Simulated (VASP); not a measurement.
Ni: single point with PBE

Crystal: Ni.

```
CELL_PARAMETERS angstrom
-1.41410 1.41410 1.41410
1.41410 -1.41410 1.41410
1.41410 1.41410 -1.41410
ATOMIC_POSITIONS crystal
Ni 0.00000 0.00000 0.00000
```

This isn't the form of Ni at room conditions, which is fcc.

```yaml
Program: VASP 6.6.1
Task: single point
Functional: PBE
Potentials_or_basis: VASP PAW PBE potentials, release 64 (Ni)
Cutoff: 520 eV
k_mesh: 22 × 22 × 22
Occupations: gaussian, width 0.1 eV
Spin: collinear spin, ferromagnetic start
Starting_moments: "[0.64] μB"
```

```yaml
Pressure: -5.4 GPa
Net_moment: 0.56 μB per cell
Site_moments: Ni +0.57 μB
Valence_electrons_inside_the_program's_atomic_spheres: Ni 9.25
```

Levels at points of the mesh, in eV from the Fermi level:
Spin up:
```csv
k point,band 2,band 3,band 4,band 5,band 6,band 7,band 8,band 9
"(0.00, 0.00, 0.00)",-2.19,-2.19,-2.19,-0.84,-0.84,26.06,26.06,26.06
"(0.50, 0.00, 0.00)",-3.05,-0.92,-0.70,-0.08,0.34,6.20,18.77,19.48
"(0.50, 0.50, 0.50)",-3.94,-0.29,-0.29,-0.29,9.56,9.56,9.56,15.31
```
Spin down:
```
           k point  band 1  band 2  band 3  band 4  band 5  band 6  band 7  band 8  band 9  band 10
(0.00, 0.00, 0.00)   -8.63   -1.51   -1.51   -1.51   -0.36   -0.36   25.95   25.95   25.95    30.62
(0.50, 0.00, 0.00)   -4.02   -2.43   -0.37   -0.21    0.30    0.69    6.54   18.70   19.58    23.36
(0.50, 0.50, 0.50)   -3.62   -3.62    0.48    0.48    0.48    9.58    9.58    9.58   15.40    15.40
```

It took 46 s on 1 thread of Intel(R) Xeon(R) 6975P-C (Granite Rapids), on a shared host, peak memory 0.19 GiB.

Caveat: the cell stands under tension.
